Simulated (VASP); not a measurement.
**MnS: density of states with PBEsol+U**

MnS:

```
Mn S
1.0
     0.00000    2.60450    2.60450
     2.60450    0.00000    2.60450
     2.60450    2.60450    0.00000
Mn S
1 1
Direct
  0.00000 0.00000 0.00000
  0.50000 0.50000 0.50000
```

```
Program                 : VASP 6.6.1
Task                    : density of states
Functional              : PBEsol
Potentials or basis     : VASP PAW PBE potentials, release 64 (Mn_pv, S)
Cutoff                  : 520 eV
k mesh                  : 9 × 9 × 9
Occupations             : fermi-dirac, width 0.05 eV
Spin                    : collinear spin, ferromagnetic start
Starting moments        : [4.0, 0.0] μB
Hubbard terms           : Mn d U = 4.0 eV
Dipole correction       : no
k mesh for the DOS      : 14 × 14 × 14
Occupations for the DOS : tetrahedron
Further INCAR settings  : ALGO = Normal; EDIFF = 1e-06; NBANDS = 20
```

```json
{
 "Net moment": "5.00 μB per cell",
 "Site moments": "Mn +4.58; S +0.08 μB",
 "Valence electrons inside the program's atomic spheres": "Mn 11.29; S 3.75"
}
```

Levels at points of the mesh, in eV from the valence-band top:
Spin up:
```csv
k point,band 8,band 9,band 10,band 11,band 12,band 13,band 14,band 15,band 16,band 17
"(0.00, 0.00, 0.00)",-4.91,-4.91,-1.45,-1.45,-1.45,1.88,8.45,8.45,8.45,10.58
"(0.50, 0.00, 0.00)",-4.50,-4.50,-3.83,0.00,0.00,2.93,5.52,5.52,8.71,12.02
"(0.50, 0.50, 0.00)",-4.38,-4.38,-3.88,-3.13,-3.13,0.93,5.12,10.38,12.08,12.08
```
Spin down:
```tsv
k point	band 5	band 6	band 7	band 8	band 9	band 10
(0.00, 0.00, 0.00)	-1.23	-1.23	-1.23	2.00	2.00	2.00
(0.50, 0.00, 0.00)	-6.03	-2.62	-2.62	3.30	3.30	3.38
(0.50, 0.50, 0.00)	-5.26	-2.80	-2.80	0.46	2.39	2.58
```

Eigenvalues of the final occupation matrices:
```csv
site,spin,trace,eigenvalues
site 1 d,1,4.71,0.93 0.93 0.93 0.95 0.95
site 1 d,2,0.20,0.02 0.02 0.02 0.08 0.08
```

Wall time 96 s on 1 thread of AMD EPYC 9R45 96-Core Processor (Zen 5), with other jobs on the host, peak memory 0.21 GiB.

Caveat: a cell with one magnetic atom can't hold antiferromagnetic order, which such compounds often take. The state reached can hang on the start; a lower one may exist.
